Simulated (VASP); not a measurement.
Crystal: Y.

```
CELL_PARAMETERS angstrom
-2.02000 2.02000 2.02000
2.02000 -2.02000 2.02000
2.02000 2.02000 -2.02000
ATOMIC_POSITIONS crystal
Y 0.00000 0.00000 0.00000
```

This isn't the form of Y at room conditions, which is hcp.

- Program: VASP 6.6.1
- Task: relaxation of cell and atoms
- Functional: LDA
- Potentials or basis: VASP PAW LDA potentials, release 64 (Y_sv)
- Cutoff: 500 eV
- k mesh: 7 × 7 × 7
- Occupations: methfessel-paxton, width 0.1 eV
- Spin: no spin polarisation

At the start: pressure -3.8 GPa; volume 32.97 Å³/atom.

Question: How do energy, volume and symmetry change on relaxing?

Answer: Over 3 steps the energy falls by 44.5 meV/atom and the volume is 29.65 Å³/atom (-10.1 %); space group Im-3m (No. 229, to 0.1 Å) before and after.

Step by step:
```csv
step,energy change (eV),largest force (eV/Å),pressure (GPa),volume (Å³)
1,0.0000,0.0000,-3.83,32.97
2,-0.0439,0.0000,0.52,29.35
3,-0.0445,0.0000,0.01,29.65
```

Final structure:
```cif
data_structure
_symmetry_space_group_name_H-M 'P 1'
_symmetry_Int_Tables_number 1
_cell_length_a 3.3772
_cell_length_b 3.3772
_cell_length_c 3.3772
_cell_angle_alpha 109.471
_cell_angle_beta 109.471
_cell_angle_gamma 109.471
_cell_volume 29.65
loop_
_atom_site_label
_atom_site_type_symbol
_atom_site_fract_x
_atom_site_fract_y
_atom_site_fract_z
_atom_site_occupancy
Y1 Y 0.00000 0.00000 0.00000 1
```
